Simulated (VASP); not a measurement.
# Ti2Te3Pt (P6/mmm) in VASP: further runs, part 2 of 2

VASP 6.6.1.

## 3. Single point, PBE

This run uses another cell than the first one, of 26.39 Å³/atom, 1.105 times its volume.

INCAR reads:

```
ALGO = Normal ; EDIFF = 1E-7
ENCUT = 520 ; GGA = PE
ISIF = 2 ; ISMEAR = 0
LASPH = True ; LCHARG = False
LREAL = False ; LWAVE = False
NBANDS = 35 ; NELM = 80
PREC = Accurate ; SIGMA = 0.1
```

KPOINTS reads:

```
k-points
0
Gamma
  3 3 4
```

POSCAR reads:

```
Ti2Te3Pt
1.0
    7.0931492393      0.0000000031      0.0000000000
   -3.5465746224      6.1428474325      0.0000000000
    0.0000000000      0.0000000000      3.6337548361
Ti Te Pt
2 3 1
Direct
    0.3333333333      0.6666666667      0.0000000000
    0.6666666667      0.3333333333      0.0000000000
    0.5000000000      0.0000000000      0.5000000000
    0.5000000000      0.5000000000      0.5000000000
    0.0000000000      0.5000000000      0.5000000000
    0.0000000000      0.0000000000      0.0000000000
```

Potentials or basis: VASP PAW PBE potentials, release 64 (Ti_sv, Te, Pt).

The run is started by

```console
cat potpaw_PBE.64/Ti_sv/POTCAR potpaw_PBE.64/Te/POTCAR potpaw_PBE.64/Pt/POTCAR > POTCAR
mpirun -np 1 vasp_std > vasp.out
```

OUTCAR:

```text
EDIFF = 1E-7
   ENCUT = 520
   GGA = PE
   ISIF = 2
   ISMEAR = 0
   LASPH = True
   LREAL = False
   NELM = 80
   PREC = Accurate

 ion  position               nearest neighbor table
   1  0.333  0.667  0.000-   5 2.74   5 2.74   3 2.74   3 2.74   4 2.74   4 2.74
   2  0.667  0.333  0.000-   5 2.74   5 2.74   3 2.74   3 2.74   4 2.74   4 2.74
   3  0.500  0.000  0.500-   1 2.74   2 2.74   1 2.74   2 2.74   5 3.55   5 3.55   4 3.55   4 3.55

   4  0.500  0.500  0.500-   1 2.74   2 2.74   1 2.74   2 2.74   5 3.55   5 3.55   3 3.55   3 3.55

   5  0.000  0.500  0.500-   1 2.74   2 2.74   1 2.74   2 2.74   3 3.55   3 3.55   4 3.55   4 3.55

   6  0.000  0.000  0.000-

  LATTYP: Found a hexagonal cell.
 ALAT       =     7.0931492393
 C/A-ratio  =     0.5122907630

  Lattice vectors:

 A1 = (   7.0931492393,   0.0000000031,   0.0000000000)
 A2 = (  -3.5465746224,   6.1428474325,   0.0000000000)
 A3 = (   0.0000000000,   0.0000000000,   3.6337548361)

Analysis of symmetry for initial positions (statically):
=====================================================================
 Subroutine PRICEL returns:
 Original cell was already a primitive cell.

 Routine SETGRP: Setting up the symmetry group for a
 hexagonal supercell.

 Subroutine GETGRP returns: Found 24 space group operations
 (whereof 24 operations were pure point group operations)
 out of a pool of 24 trial point group operations.

The static configuration has the point symmetry D_6h.

Analysis of symmetry for dynamics (positions and initial velocities):
=====================================================================
 Subroutine PRICEL returns:
 Original cell was already a primitive cell.

 Routine SETGRP: Setting up the symmetry group for a
 hexagonal supercell.

[... 114 lines left out ...]
   IMIX   =      4    mixing-type and parameters
     AMIX     =   0.40;   BMIX     =  1.00
     AMIX_MAG =   1.60;   BMIX_MAG =  1.00
  volume/ion in A,a.u.               =      26.39       178.08
  Fermi-wavevector in a.u.,A,eV,Ry     =   1.129504  2.134453 17.358033  1.275779
  Thomas-Fermi vector in A             =   2.266198
   LORBIT       =      0    0 simple, 1 ext, 2 COOP (PROOUT), +10 PAW based schemes
   GGA     = PE    functional components
   LHFCALC =     F    Hartree Fock is set to
   AEXX    =    0.0000 exact exchange contribution
   IVDW    =     0    specifies the selected vdW correction
   LEPSILON=     F    determine dielectric tensor
   LRPA    =     F    only Hartree local field effects (RPA)
 non-spin polarized calculation
 Gauss-broadening in eV      SIGMA  =   0.10
  energy-cutoff  :      520.00
  volume of cell :      158.33
 maximum number of plane-waves:      4298
 NGX is ok and might be reduce to    54
   NGX = 27   NGY = 27   NGZ = 13

 number of electron      52.0000016 magnetization

 Free energy of the ion-electron system (eV)
  ---------------------------------------------------
  ext. energy  EPLUGINS =         0.00000000
  ---------------------------------------------------
  free energy    TOTEN  =       -29.13800701 eV

  energy without entropy =      -29.07744869  energy(sigma->0) =      -29.10772785

 E-fermi :   6.5159     XC(G=0):  -9.8919

 val. band max:        6.4892441756   @ k =   0.3333   0.0000   0.5000
 cond. band min:       6.5395381586   @ k =   0.3333   0.0000   0.0000
 fundamental gap:      0.0502939831
 Fermi energy:         6.5158632329

 k-point     1 :       0.0000    0.0000    0.0000
  band No.  band energies     occupation
      1     -51.1973      2.00000
      2     -51.1967      2.00000
      3     -27.5057      2.00000
      4     -27.5057      2.00000
      5     -27.4956      2.00000
      6     -27.4956      2.00000
[... 331 lines left out ...]
     34       8.4210      0.00000
     35       8.5656      0.00000

------------------------ aborting loop because EDIFF is reached ----------------------------------------

  FORCE on cell =-STRESS in cart. coord.  units (eV):
  Direction    XX          YY          ZZ          XY          YZ          ZX
  --------------------------------------------------------------------------------------
  -------------------------------------------------------------------------------------
  Total        0.1914440      0.1914440      0.2074167     -0.0000000     -0.0000000      0.0000000
  in kB        1.9372601      1.9372601      2.0988911     -0.0000000     -0.0000000      0.0000000
  external PRESSURE =       1.9911371 kB  Pullay stress =       0.0000000 kB

 VOLUME and BASIS-vectors are now :
 -----------------------------------------------------------------------------
  energy-cutoff  :      520.00
  volume of cell :      158.33
      direct lattice vectors                 reciprocal lattice vectors
     7.093149239  0.000000003  0.000000000     0.140981102  0.081395478  0.000000000
    -3.546574622  6.142847432  0.000000000    -0.000000000  0.162790955  0.000000000
     0.000000000  0.000000000  3.633754836     0.000000000  0.000000000  0.275197432

 POSITION                                       TOTAL-FORCE (eV/Angst)
 -----------------------------------------------------------------------------------
     -0.00000      4.09523      0.00000        -0.000000      0.000000      0.000000
      3.54657      2.04762      0.00000         0.000000     -0.000000      0.000000
      3.54657      0.00000      1.81688         0.000000      0.000000      0.000000
      1.77329      3.07142      1.81688         0.000000      0.000000      0.000000
     -1.77329      3.07142      1.81688         0.000000      0.000000      0.000000
      0.00000      0.00000      0.00000         0.000000      0.000000      0.000000
 -----------------------------------------------------------------------------------
    total drift:                               -0.000000      0.000000     -0.000000

  FREE ENERGIE OF THE ION-ELECTRON SYSTEM (eV)
  ---------------------------------------------------
  free  energy   TOTEN  =       -29.1380070127 eV

  energy  without entropy=      -29.0774486881  energy(sigma->0) =      -29.10772785
```

stdout:

```text
POSCAR found type information on POSCAR TiTePt
 POSCAR found :  3 types and       6 ions
 scaLAPACK will be used
 LDA part: xc-table for (Slater+PW92), standard interpolation
 POSCAR, INCAR and KPOINTS ok, starting setup
 FFT: planning ... GRIDC
 FFT: planning ... GRID_SOFT
 FFT: planning ... GRID
 WAVECAR not read
 entering main loop
```

It took 54 s on 1 thread of AMD EPYC 9R45 (Zen 5), shared host; peak memory 0.25 GiB.

Results:

```
Free energy            : -29.1380 eV
Pressure               : 0.2 GPa
Band gap on the k mesh : zero (band 26 reaches 6.70 eV, above the bottom of band 27 at 6.22 eV)
```

Levels at points of the mesh, in eV from the Fermi level:
| k point | band 22 | band 23 | band 24 | band 25 | band 26 | band 27 | band 28 | band 29 | band 30 | band 31 |
| --- | --- | --- | --- | --- | --- | --- | --- | --- | --- | --- |
| (0.00, 0.00, 0.00) | -0.94 | -0.94 | -0.52 | -0.52 | -0.49 | -0.30 | 0.03 | 0.03 | 0.14 | 0.14 |
| (0.00, 0.00, 0.50) | -0.55 | -0.33 | -0.33 | -0.07 | -0.07 | 0.56 | 0.75 | 0.86 | 0.95 | 0.95 |

Caveat: the k points lie up to 0.43 Å⁻¹ apart; spin-orbit coupling is left out, which moves the levels of the heavy elements.

## 4. Single point, PBE

This run uses another cell than the first one, of 26.39 Å³/atom, 1.105 times its volume.

INCAR reads:

```
SYSTEM = Ti2Te3Pt
ALGO = Normal ; EDIFF = 1E-6
ENCUT = 520 ; GGA = PE
ISIF = 2 ; ISMEAR = 0
LASPH = .True. ; LCHARG = .False.
LREAL = .False. ; LWAVE = .False.
NBANDS = 35 ; NELM = 80
PREC = Accurate ; SIGMA = 0.1
```

KPOINTS reads:

```
k-points
0
Gamma
  3 3 6
  0 0 0
```

Edit POSCAR of step 3 so:

```diff
@@ -2,4 +2,4 @@
 1.0
-    7.0931492393      0.0000000031      0.0000000000
-   -3.5465746224      6.1428474325      0.0000000000
+    7.0931492393      0.0000000000      0.0000000000
+   -3.5465746197      6.1428474341      0.0000000000
     0.0000000000      0.0000000000      3.6337548361
```

The run is started by

```console
cat potpaw_PBE.64/Ti_sv/POTCAR potpaw_PBE.64/Te/POTCAR potpaw_PBE.64/Pt/POTCAR > POTCAR
mpirun -np 1 vasp_std > vasp.out
```

Wall time 59 s (1 thread of AMD EPYC 9R45 (Zen 5), shared host); peak memory 0.27 GiB.

Results (log left out):

```yaml
Free_energy: -29.1275 eV
Pressure: 0.3 GPa
Band_gap_on_the_k_mesh: zero (band 26 reaches 6.84 eV, above the bottom of band 27 at 6.23 eV)
```

Stress tensor (GPa, compression positive):
```
0.36 0.00 0.00
0.00 0.36 0.00
0.00 0.00 0.10
```

Levels at points of the mesh, in eV from the Fermi level:
| k point | band 23 | band 24 | band 25 | band 26 | band 27 | band 28 | band 29 | band 30 |
| --- | --- | --- | --- | --- | --- | --- | --- | --- |
| (0.00, 0.00, 0.00) | -0.98 | -0.56 | -0.56 | -0.53 | -0.34 | -0.04 | -0.04 | 0.09 |
| (0.00, 0.00, 0.50) | -0.37 | -0.37 | -0.11 | -0.11 | 0.52 | 0.69 | 0.78 | 0.88 |

Caveat: spin-orbit coupling is left out, which moves the levels of the heavy elements.

## 5. Summary

| cell | k mesh | gap on the mesh (eV) | pressure (GPa) |
| --- | --- | --- | --- |
| a = 6.554, b = 6.554, c = 3.851 Å, angles 90.0, 90.0, 120.0°, 6 atoms | 3 × 3 × 4 | none | 4.0 |
| a = 7.093, b = 7.093, c = 3.634 Å, angles 90.0, 90.0, 120.0°, 6 atoms | 3 × 3 × 4 | none | 0.2 |
| a = 7.093, b = 7.093, c = 3.634 Å, angles 90.0, 90.0, 120.0°, 6 atoms | 3 × 3 × 6 | none | 0.3 |

Alike in all rows: task single point; level PBE; potentials or basis VASP PAW PBE potentials, release 64 (Ti_sv, Te, Pt); no spin polarisation; cutoff (eV) 520; smearing gaussian 0.1 eV.

Caveats: some runs use coarse meshes; spin-orbit coupling is left out, which moves the levels of the heavy elements.

Total energies depend on the potentials used, so only differences within one code and one set of settings carry meaning.
